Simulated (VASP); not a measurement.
Write the native input for VASP 6.6.1 that does the following.

```
Task                   : relaxation of cell and atoms
Functional             : PBE
Potentials or basis    : VASP PAW PBE potentials, release 64 (Mg, Ge_d, N)
Cutoff                 : 600 eV
k mesh                 : 6 × 6 × 6
Occupations            : gaussian, width 0.1 eV
Spin                   : no spin polarisation
Dipole correction      : no
Further INCAR settings : ALGO = Normal; EDIFF = 1e-06; IBRION = 2; EDIFFG = -0.04; NSW = 90; ISIF = 3
```

The structure of Mg2GeN lies in POSCAR:

```
Mg2GeN
1.0
   -1.7059422200      2.4158708700      3.9658634100
    1.7059422200     -2.4158708700      3.9658634100
    1.7059422200      2.4158708700     -3.9658634100
Mg Ge N
2 1 1
Direct
    0.8046585400      0.8046585400      0.0000000000
    0.1953414600      0.1953414600      0.0000000000
    0.5000000000      0.5000000000      0.0000000000
    0.5000000000      0.0000000000      0.5000000000
```

The cell was built from a structure type or drawn by symmetry, and may not be a known phase.

The input as run:

INCAR

```
SYSTEM = Mg2GeN
ALGO = Normal
EDIFF = 1E-6
EDIFFG = -0.04
ENCUT = 600
GGA = PE
IBRION = 2
ISIF = 3
ISMEAR = 0
LASPH = .True.
LCHARG = .False.
LREAL = .False.
LWAVE = .False.
NELM = 80
NSW = 90
PREC = Accurate
SIGMA = 0.1
```

KPOINTS

```
k-points
0
Gamma
  6 6 6
  0 0 0
```

Potentials or basis: VASP PAW PBE potentials, release 64 (Mg, Ge_d, N).

Command:

```sh
$ cat potpaw_PBE.64/Mg/POTCAR potpaw_PBE.64/Ge_d/POTCAR potpaw_PBE.64/N/POTCAR > POTCAR
$ mpirun -np 1 vasp_std > vasp.out
```

It gave:

| Quantity | Value |
| --- | --- |
| Relaxed volume | 16.10 Å³/atom |
| Relaxed cell | a = 5.017 Å, b = 5.017 Å, c = 5.017 Å, α = 120.37°, β = 142.97°, γ = 72.30° |
| Space group after relaxing (to 0.1 Å) | Immm (No. 71) |
| Energy gained by relaxing | 1170.9 meV/atom |
| Ionic steps | 36 |
| Pressure after relaxing | -0.3 GPa |
| Largest force after relaxing | 0.014 eV/Å |
| Band gap on the k mesh | zero (an odd number of electrons rules out a gap without spin polarisation) |

Run time: 19 min on 1 thread of AMD EPYC 7R13 Processor (Zen 3) (shared host), peak memory 0.27 GiB.
